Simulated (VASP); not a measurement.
Runs of VASP 6.6.1 on GaN. The structure is that of space group F-43m (No. 216), or close to it. The cells are those of the table. 

```csv
level,cell,k mesh,gap on the mesh (eV),pressure (GPa)
r2SCAN,"a = 3.243 Å, angles 60.0°, 2 atoms",8 × 8 × 8,(a),-9.2
r2SCAN,"a = 3.180 Å, angles 60.0°, 2 atoms",8 × 8 × 8,2.16,1.1
r2SCAN,"a = 3.148 Å, angles 60.0°, 2 atoms",8 × 8 × 8,(b),7.6
PBE,"a = 3.279 Å, angles 60.0°, 2 atoms",8 × 8 × 8,1.17,-8.6
r2SCAN,"a = 3.180 Å, angles 60.0°, 2 atoms",10 × 10 × 10,2.16,1.1
```

Alike in all rows: task single point; potentials or basis VASP PAW PBE potentials, release 64 (Ga_d, N); no spin polarisation; cutoff (eV) 520; smearing gaussian 0.01 eV.

Problem. Fill in the values left out.

Solution. (a) 1.77; (b) 2.36.

Caveats: the PAW data sets were made with another functional, which shifts forces and pressure a little (some runs).

A k mesh can miss the band edges, and the runs leave out spin-orbit coupling on Ga.
